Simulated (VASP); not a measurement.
# Si2Ru2N: relaxation of cell and atoms with PBE

Si2Ru2N:

```
Si Ru N
1.0
     4.16395    0.00000    0.00000
    -2.08198    3.60609    0.00000
     0.00000    0.00000    4.94561
Si Ru N
2 2 1
Direct
  0.33333 0.66667 0.00000
  0.66667 0.33333 0.00000
  0.33333 0.66667 0.50000
  0.66667 0.33333 0.50000
  0.00000 0.00000 0.00000
```

```json
{
 "Program": "VASP 6.6.1",
 "Task": "relaxation of cell and atoms",
 "Functional": "PBE",
 "Potentials or basis": "VASP PAW PBE potentials, release 64 (Si, Ru_pv, N)",
 "Cutoff": "600 eV",
 "k mesh": "6 × 6 × 4",
 "Occupations": "gaussian, width 0.1 eV",
 "Spin": "no spin polarisation",
 "Dipole correction": "no",
 "Further INCAR settings": "ALGO = Normal; EDIFF = 1e-06; IBRION = 2; EDIFFG = -0.04; NSW = 90; ISIF = 3"
}
```

```
Relaxed volume                         : 14.91 Å³/atom
Relaxed cell                           : a = 4.158 Å, b = 4.158 Å, c = 4.979 Å, α = 90.00°, β = 90.00°, γ = 120.00°
Space group after relaxing (to 0.05 Å) : P6/mmm (No. 191)
Energy gained by relaxing              : 0.6 meV/atom
Ionic steps                            : 2
Pressure after relaxing                : -0.2 GPa
```

Stress tensor (GPa, compression positive):
```
-0.34  0.00  0.00
 0.00 -0.34  0.00
 0.00  0.00  0.03
```

Step by step:
| step | energy change (eV) | largest force (eV/Å) | pressure (GPa) | volume (Å³) |
| --- | --- | --- | --- | --- |
| 1 | 0.0000 | 0.0000 | 0.27 | 74.26 |
| 2 | -0.0028 | 0.0000 | -0.22 | 74.53 |

Final structure:
```yaml
crystal:
  lattice:
    - [4.15752, 0.00000, 0.00000]
    - [-2.07876, 3.60052, 0.00000]
    - [0.00000, 0.00000, 4.97876]
  atoms:
    - { symbol: Si, position: [0.33333, 0.66667, 0.00000] }
    - { symbol: Si, position: [0.66667, 0.33333, 0.00000] }
    - { symbol: Ru, position: [0.33333, 0.66667, 0.50000] }
    - { symbol: Ru, position: [0.66667, 0.33333, 0.50000] }
    - { symbol: N, position: [0.00000, 0.00000, 0.00000] }
```

Levels at points of the mesh, in eV from the Fermi level:
```
           k point  band 17  band 18  band 19  band 20  band 21  band 22  band 23  band 24
(0.00, 0.00, 0.00)    -2.86    -1.80    -1.80    -1.58    -1.58    -0.43    -0.43     0.04
(0.50, 0.00, 0.00)    -1.18    -1.09    -0.82     0.27     0.50     0.83     1.58     1.63
(0.00, 0.00, 0.50)    -2.19    -2.11    -2.11    -0.97    -0.37    -0.37    -0.10    -0.06
(0.50, 0.00, 0.50)    -2.42    -2.29    -0.94     0.20     0.59     0.85     1.26     2.16
```

It took 93 s on 1 thread of Intel(R) Xeon(R) Platinum 8259CL CPU @ 2.50GHz (Skylake/Cascade Lake), with other jobs on the host, peak memory 0.24 GiB.

Caveat: the bands computed are all filled at some k points, so no gap is given.
